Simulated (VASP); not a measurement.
Al: relaxation of cell and atoms with HSE06

Crystal: Al.

```xyz
2
Lattice="2.8125 0.0000 0.0000 -1.4062 2.4357 0.0000 0.0000 0.0000 4.8669" Properties=species:S:1:pos:R:3 pbc="T T T"
Al    0.0000    1.6238    1.2167
Al    1.4062    0.8119    3.6501
```

This isn't the form of Al at room conditions, which is fcc.

| Property | Result |
| --- | --- |
| Program | VASP 6.6.1 |
| Task | relaxation of cell and atoms |
| Functional | HSE06 |
| Potentials or basis | VASP PAW PBE potentials, release 64 (Al) |
| Cutoff | 600 eV |
| k mesh | 6 × 6 × 3 |
| Occupations | fermi-dirac, width 0.05 eV |
| Spin | no spin polarisation |
| Dipole correction | no |
| Grid for exact exchange (PRECFOCK) | Normal |
| Further INCAR settings | ALGO = Normal; EDIFF = 1e-06; IBRION = 2; EDIFFG = -0.01; NSW = 60; ISIF = 3 |
| Share of exact exchange | 0.25 |
| Screening parameter | 0.2079 1/Å |

The relaxed volume is 16.67 Å³/atom, the relaxed cell is a = 2.913 Å, b = 2.913 Å, c = 4.536 Å, α = 90.00°, β = 90.00°, γ = 120.00° and the space group after relaxing (to 0.1 Å) is P6_3/mmc (No. 194). The energy gained by relaxing is 47.8 meV/atom, the ionic steps are 11 and the pressure after relaxing is 0.0 GPa. The band gap on the k mesh is zero (bands 3 and 4 overlap by 4.99 eV).

Stress tensor (GPa, compression positive):
```
-0.05  0.00  0.00
 0.00 -0.05  0.00
 0.00  0.00  0.09
```

The path:
```csv
step,energy change (eV),largest force (eV/Å),pressure (GPa),volume (Å³)
1,0.0000,0.0000,1.30,33.34
2,-0.0368,0.0000,-1.08,33.97
3,-0.0708,0.0000,-2.59,34.37
4,-0.0483,0.0000,-3.05,35.10
5,-0.0827,0.0000,-2.96,34.64
6,-0.0622,0.0000,1.33,33.07
7,-0.0894,0.0000,-1.70,34.12
8,-0.0951,0.0000,0.48,33.12
9,-0.0956,0.0000,-0.04,33.34
10,-0.0956,0.0000,-0.07,33.36
11,-0.0956,0.0000,0.00,33.33
```

Final structure:
```yaml
crystal:
  lattice:
    - [2.91300, 0.00000, 0.00000]
    - [-1.45650, 2.52273, 0.00000]
    - [0.00000, 0.00000, 4.53583]
  atoms:
    - { symbol: Al, position: [0.33333, 0.66667, 0.25000] }
    - { symbol: Al, position: [0.66667, 0.33333, 0.75000] }
```

Levels at points of the mesh, in eV from the Fermi level:
| k point | band 1 | band 2 | band 3 | band 4 | band 5 | band 6 | band 7 |
| --- | --- | --- | --- | --- | --- | --- | --- |
| (0.00, 0.00, 0.00) | -12.69 | -4.98 | -4.33 | 10.58 | 10.58 | 11.20 | 11.20 |
| (0.50, 0.00, 0.00) | -6.40 | -6.06 | 0.64 | 1.75 | 1.77 | 2.32 | 5.55 |

Run time: 11 min on 1 thread of Intel(R) Xeon(R) 6975P-C (Granite Rapids), on a shared host, peak memory 0.26 GiB.

Caveat: the k points lie up to 0.46 Å⁻¹ apart in the final cell, too coarse for converged energies and pressures of a metal; the PAW data sets were made with another functional, which shifts forces and pressure a little.
